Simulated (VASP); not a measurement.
# Ag (P-1) in VASP: single point with PBE

Aim: the single point of Ag with PBE.

All numbers are computed with VASP 6.6.1; they aren't measurements. Logs are shortened: lines on timing, memory, paths and dates and some standing lists are left out, and cuts for length are marked.

## 1. The cell of the first run

The typed cell holds 4 atoms: a = 2.886 Å, b = 2.911 Å, c = 10.001 Å, α = 90.41°, β = 91.14°, γ = 120.85°.

## 2. Single point, PBE (equal xy, yz and zx shear strains of -2 %)

File INCAR:

```
ALGO     = Normal         # electronic algorithm
EDIFF    = 1E-6           # SCF threshold, eV
ENCUT    = 500            # plane-wave cutoff, eV
GGA      = PE             # functional
GGA_COMPAT= False        
ISIF     = 2              # what is computed and relaxed
ISMEAR   = -1             # smearing method
LASPH    = True           # aspherical terms in the spheres
LCHARG   = True           # write CHGCAR
LELF     = True           # ELF
LREAL    = False          # projectors in reciprocal space
LVHAR    = True         
LWAVE    = False          # write WAVECAR
NBANDS   = 30             # bands
NELM     = 120            # most SCF steps
PREC     = Accurate       # precision mode
SIGMA    = 0.08           # smearing width, eV
```

File KPOINTS:

```
k-points
0
Gamma
  14 14 4
```

File POSCAR:

```
Ag
1.0
    2.8861989086     -0.0288619891     -0.0288619891
   -1.4680946700      2.5139525698     -0.0105642212
   -0.1000000000     -0.1000000000     10.0000000000
Ag
4
Direct
    0.3333333333      0.6666666667      0.2500000000
    0.6666666667      0.3333333333      0.7500000000
    0.0000000000      0.0000000000      0.0000000000
    0.0000000000      0.0000000000      0.5000000000
```

Potentials or basis: VASP PAW PBE potentials, release 64 (Ag).

On the command line:

```bash
cat potpaw_PBE.64/Ag/POTCAR > POTCAR
mpirun -np 1 vasp_std > vasp.out
```

OUTCAR:

```text
EDIFF = 1E-6
   ENCUT = 500
   GGA = PE
   ISIF = 2
   ISMEAR = -1
   LASPH = True
   LREAL = False
   NELM = 120
   PREC = Accurate

 ion  position               nearest neighbor table
   1  0.333  0.667  0.250-   4 2.96   3 2.98   3 3.00   4 3.02   4 3.03   3 3.03
   2  0.667  0.333  0.750-   4 2.96   3 2.98   3 3.00   4 3.02   4 3.03   3 3.03
   3  0.000  0.000  0.000-   1 2.98   2 2.98   2 3.00   1 3.00   2 3.03   1 3.03
   4  0.000  0.000  0.500-   2 2.96   1 2.96   2 3.02   1 3.02   2 3.03   1 3.03

  LATTYP: Found a triclinic cell.
 ALAT       =     2.8615117075
 B/A-ratio  =     1.0087281861
 C/A-ratio  =     3.4950057775
 COS(alpha) =     0.0198960208
 COS(beta)  =     0.0274156886
 COS(gamma) =     0.4869832429

  Lattice vectors:

 A1 = (   1.4181042386,   2.4850905807,  -0.0394262103)
 A2 = (   2.8861989086,  -0.0288619891,  -0.0288619891)
 A3 = (   0.1000000000,   0.1000000000, -10.0000000000)

Analysis of symmetry for initial positions (statically):
=====================================================================
 Subroutine PRICEL returns:
 Original cell was already a primitive cell.

 Routine SETGRP: Setting up the symmetry group for a
 triclinic supercell.

 Subroutine GETGRP returns: Found  2 space group operations
 (whereof  2 operations were pure point group operations)
 out of a pool of  2 trial point group operations.

The static configuration has the point symmetry S_2 .

Analysis of symmetry for dynamics (positions and initial velocities):
=====================================================================
 Subroutine PRICEL returns:
 Original cell was already a primitive cell.

 Routine SETGRP: Setting up the symmetry group for a
 triclinic supercell.

 Subroutine GETGRP returns: Found  2 space group operations
 (whereof  2 operations were pure point group operations)
 out of a pool of  2 trial point group operations.

The dynamic configuration has the point symmetry S_2 .

 Subroutine INISYM returns: Found  2 space group operations
 (whereof  2 operations are pure point group operations),
 and found     1 'primitive' translations

----------------------------------------------------------------------------------------

                                     Primitive cell

  volume of cell :      72.1194

  direct lattice vectors                    reciprocal lattice vectors
     2.886198909 -0.028861989 -0.028861989     0.348567473  0.203579171  0.005521466
    -1.468094670  2.513952570 -0.010564221     0.004041994  0.400157402  0.004041994
    -0.100000000 -0.100000000 10.000000000     0.001010305  0.001010305  0.100020206

  length of vectors
     2.886487514  2.911249059 10.000999950     0.403700692  0.400198229  0.100030411

  position of ions in fractional coordinates (direct lattice)
     0.333333333  0.666666667  0.250000000
     0.666666667  0.333333333  0.750000000
     0.000000000  0.000000000  0.000000000
     1.000000000  1.000000000  0.500000000

  ion indices of the primitive-cell ions
   primitive index   ion index
                 1           1
                 2           2
                 3           3
                 4           4

----------------------------------------------------------------------------------------

 KPOINTS: k-points

Automatic generation of k-mesh.
 Grid dimensions read from file:
 generate k-points for:   14   14    4

 Generating k-lattice:

  Cartesian coordinates                     Fractional coordinates (reciprocal lattice)
     0.024897677  0.014541369  0.000394390     0.071428571  0.000000000 -0.000000000
     0.000288714  0.028582672  0.000288714    -0.000000000  0.071428571 -0.000000000
     0.000252576  0.000252576  0.025005052     0.000000000  0.000000000  0.250000000

  Length of vectors
     0.028835764  0.028585588  0.025007603

  Shift w.r.t. Gamma in fractional coordinates (k-lattice)
     0.000000000  0.000000000  0.000000000

 Subroutine IBZKPT returns following result:
 ===========================================

 Found    396 irreducible k-points:

 Following reciprocal coordinates:
            Coordinates               Weight
  0.000000  0.000000  0.000000      1.000000
  0.071429 -0.000000  0.000000      2.000000
  0.142857  0.000000 -0.000000      2.000000
  0.214286  0.000000  0.000000      2.000000
  0.285714  0.000000  0.000000      2.000000
  0.357143 -0.000000  0.000000      2.000000
[... 16 lines left out ...]
  0.000000  0.142857  0.000000      2.000000
  0.071429  0.142857  0.000000      2.000000
 [... further k-points ...]
   k-points           NKPTS =    396   k-points in BZ     NKDIM =    396   number of bands    NBANDS=     30
   number of dos      NEDOS =    301   number of ions     NIONS =      4
   total plane-waves  NPLWV =  46080
   dimension x,y,z NGX =    24 NGY =   24 NGZ =   80
   dimension x,y,z NGXF=    48 NGYF=   48 NGZF=  160
   ions per type =               4
   NGX,Y,Z   is equivalent  to a cutoff of  13.82, 13.71, 13.30 a.u.
   NGXF,Y,Z  is equivalent  to a cutoff of  27.65, 27.41, 26.60 a.u.
 SYSTEM =  unknown system
   PREC   = accura    normal or accurate (medium, high low for compatibility)
   ISTART =      0    job   : 0-new  1-cont  2-samecut
   ICHARG =      2    charge: 1-file 2-atom 10-const
   ISPIN  =      1    spin polarized calculation?
   LNONCOLLINEAR =      F non collinear calculations
   LSORBIT =      F    spin-orbit coupling
   LASPH  =      T    aspherical Exc in radial PAW
   ENCUT  =  500.0 eV  36.75 Ry    6.06 a.u.   5.26  5.31 18.23*2*pi/ulx,y,z
   NELM   =    120;   NELMIN=  2; NELMDL= -5     # of ELM steps
   EDIFF  = 0.1E-05   stopping-criterion for ELM
   LREAL  =      F    real-space projection
   EDIFFG = 0.1E-04   stopping-criterion for IOM
   NSW    =      0    number of steps for IOM
   IBRION =     -1    ionic relax: 0-MD 1-quasi-New 2-CG
   NFREE  =      0    steps in history (QN), initial steepest desc. (CG)
   ISIF   =      2    stress and relaxation
   ISYM   =      2    0-nonsym 1-usesym 2-fastsym
   POTIM  = 0.5000    time-step for ionic-motion
   TEBEG  =    0.0;   TEEND  =   0.0 temperature during run
   PSTRESS=    0.0 pullay stress
   NELECT =      44.0000    total number of electrons
   NUPDOWN=      -1.0000    fix difference up-down
   EMIN   =  10.00;   EMAX   =-10.00  energy-range for DOS
   EFERMI =   0.00;   METHOD = LEGACY
   ISMEAR =    -1;   SIGMA  =   0.08  broadening in eV -4-tet -1-fermi 0-gaus
   EFERMI_NEDOS =   21; number of points for ismear=-14 and -15
   IALGO  =     38    algorithm
   IMIX   =      4    mixing-type and parameters
     AMIX     =   0.40;   BMIX     =  1.00
     AMIX_MAG =   1.60;   BMIX_MAG =  1.00
  volume/ion in A,a.u.               =      18.03       121.67
  Fermi-wavevector in a.u.,A,eV,Ry     =   1.388487  2.623859 26.230609  1.927895
  Thomas-Fermi vector in A             =   2.512608
   LORBIT       =      0    0 simple, 1 ext, 2 COOP (PROOUT), +10 PAW based schemes
   GGA     = PE    functional components
   LHFCALC =     F    Hartree Fock is set to
   AEXX    =    0.0000 exact exchange contribution
   IVDW    =     0    specifies the selected vdW correction
   LEPSILON=     F    determine dielectric tensor
   LRPA    =     F    only Hartree local field effects (RPA)
 non-spin polarized calculation
  energy-cutoff  :      500.00
  volume of cell :       72.12
 maximum number of plane-waves:      1850
 NGX is ok and might be reduce to    24
   NGX = 11   NGY = 11   NGZ = 37

 number of electron      43.9999996 magnetization

 Free energy of the ion-electron system (eV)
  ---------------------------------------------------
  ext. energy  EPLUGINS =         0.00000000
  ---------------------------------------------------
  free energy    TOTEN  =       -10.81876125 eV

  energy without entropy =      -10.79209669  energy(sigma->0) =      -10.80542897

 E-fermi :   7.6685     XC(G=0): -11.8756

 val. band max:        7.6653351874   @ k =   0.3571  -0.3571   0.2500
 cond. band min:       7.6769655393   @ k =  -0.2857   0.2143   0.5000
 fundamental gap:      0.0116303518
 Fermi energy:         7.6685163266

 k-point     1 :       0.0000    0.0000    0.0000
  band No.  band energies     occupation
      1       0.3099      2.00000
      2       1.4668      2.00000
      3       1.4695      2.00000
      4       1.5508      2.00000
      5       2.8283      2.00000
      6       2.9928      2.00000
[... 22 lines left out ...]
     29      23.4382      0.00000
     30      24.3890      0.00000

 k-point     2 :       0.0714   -0.0000    0.0000
  band No.  band energies     occupation
      1       0.4562      2.00000
      2       1.5890      2.00000
      3       1.6069      2.00000
      4       1.6449      2.00000
      5       2.8582      2.00000
      6       3.0131      2.00000
[... 22 lines left out ...]
     29      23.3621      0.00000
     30      23.9982      0.00000

 k-point     3 :       0.1429    0.0000   -0.0000
  band No.  band energies     occupation
      1       0.8721      2.00000
      2       1.8749      2.00000
      3       1.9248      2.00000
      4       1.9606      2.00000
      5       2.7542      2.00000
      6       2.8703      2.00000
[... 22 lines left out ...]
     29      22.4435      0.00000
     30      22.9006      0.00000

 k-point     4 :       0.2143    0.0000    0.0000
  band No.  band energies     occupation
      1       1.4493      2.00000
      2       2.0471      2.00000
      3       2.1912      2.00000
      4       2.2869      2.00000
      5       2.5441      2.00000
      6       2.6307      2.00000
[... 22 lines left out ...]
     29      20.1074      0.00000
     30      20.6330      0.00000

 k-point     5 :       0.2857    0.0000    0.0000
  band No.  band energies     occupation
      1       1.8254      2.00000
      2       1.9704      2.00000
      3       2.0530      2.00000
      4       2.2457      2.00000
      5       2.4197      2.00000
      6       2.5008      2.00000
[... 22 lines left out ...]
     29      18.6247      0.00000
     30      19.2296      0.00000
[... 526 lines left out ...]
     29      22.7458      0.00000
     30      22.9956      0.00000

 k-point    22 :      -0.0714    0.0714   -0.0000
  band No.  band energies     occupation
      1       0.4498      2.00000
      2       1.5872      2.00000
      3       1.5922      2.00000
      4       1.6379      2.00000
      5       2.8467      2.00000
      6       2.9489      2.00000
[... 22 lines left out ...]
     29      23.2836      0.00000
     30      23.7652      0.00000

 k-point    23 :       0.0000    0.1429    0.0000
  band No.  band energies     occupation
      1       0.8599      2.00000
      2       1.8596      2.00000
      3       1.9128      2.00000
      4       1.9399      2.00000
      5       2.7477      2.00000
      6       2.8639      2.00000
[... 22 lines left out ...]
     29      22.2324      0.00000
     30      22.5910      0.00000

 k-point    24 :       0.0714    0.1429    0.0000
  band No.  band energies     occupation
      1       1.2443      2.00000
      2       2.0489      2.00000
      3       2.1701      2.00000
      4       2.2048      2.00000
      5       2.5901      2.00000
      6       2.7148      2.00000
[... 22 lines left out ...]
     29      21.1656      0.00000
     30      21.5058      0.00000

 [... further k-points ...]

------------------------ aborting loop because EDIFF is reached ----------------------------------------

  FORCE on cell =-STRESS in cart. coord.  units (eV):
  Direction    XX          YY          ZZ          XY          YZ          ZX
  --------------------------------------------------------------------------------------
  -------------------------------------------------------------------------------------
  Total        0.5604937      0.5674121     -1.6483392      0.2603014      0.1387389      0.1372895
  in kB       12.4517201     12.6054176    -36.6188909      5.7827582      3.0821711      3.0499718
  external PRESSURE =      -3.8539177 kB  Pullay stress =       0.0000000 kB

 VOLUME and BASIS-vectors are now :
 -----------------------------------------------------------------------------
  energy-cutoff  :      500.00
  volume of cell :       72.12
      direct lattice vectors                 reciprocal lattice vectors
     2.886198909 -0.028861989 -0.028861989     0.348567473  0.203579171  0.005521466
    -1.468094670  2.513952570 -0.010564221     0.004041994  0.400157402  0.004041994
    -0.100000000 -0.100000000 10.000000000     0.001010305  0.001010305  0.100020206

 POSITION                                       TOTAL-FORCE (eV/Angst)
 -----------------------------------------------------------------------------------
     -0.04166      1.64135      2.48334        -0.013258     -0.000501     -0.002545
      1.35977      0.74374      7.47724         0.013258      0.000501      0.002545
      0.00000      0.00000      0.00000         0.000000      0.000000     -0.000000
     -0.05000     -0.05000      5.00000        -0.000000     -0.000000     -0.000000
 -----------------------------------------------------------------------------------
    total drift:                               -0.000000      0.000000     -0.000000

  FREE ENERGIE OF THE ION-ELECTRON SYSTEM (eV)
  ---------------------------------------------------
  free  energy   TOTEN  =       -10.8187612481 eV

  energy  without entropy=      -10.7920966919  energy(sigma->0) =      -10.80542897
```

Run time: 9.6 min. Hardware: 1 thread of Intel Xeon Platinum 8488C (Sapphire Rapids), shared host; peak memory 0.64 GiB.

Results:

```yaml
Free_energy: -10.8188 eV
Pressure: -0.4 GPa
Largest_force: 0.014 eV/Å
Band_gap_on_the_k_mesh: zero (bands 22 and 23 overlap by 6.20 eV)
```

Forces in eV/Å, atoms in the order of the input:
```
Ag  -0.013 -0.001 -0.003
Ag   0.013  0.001  0.003
Ag   0.000  0.000  0.000
Ag   0.000  0.000  0.000
```

Levels at points of the mesh, in eV from the Fermi level:
```
           k point  band 20  band 21  band 22  band 23  band 24  band 25
(0.00, 0.00, 0.00)    -3.36    -3.33    -3.04    -3.01    -0.62     2.57
(0.50, 0.00, 0.00)    -2.71     0.15     0.97     1.26     1.82     4.17
(0.00, 0.50, 0.00)    -2.72     0.07     0.89     1.16     1.69     4.08
(0.50, 0.50, 0.00)    -2.74    -0.01     0.80     1.05     1.57     4.03
(0.00, 0.00, 0.50)    -3.17    -3.12    -3.10    -2.55    -2.55     5.26
(0.50, 0.00, 0.50)    -2.71     0.46     0.59     1.53     1.73     4.45
(0.00, 0.50, 0.50)    -2.73     0.39     0.48     1.45     1.60     4.38
(0.50, 0.50, 0.50)    -2.75     0.33     0.37     1.39     1.44     4.35
```

Caveat: the cell differs from its parent crystal (equal xy, yz and zx shear strains of -2 %).
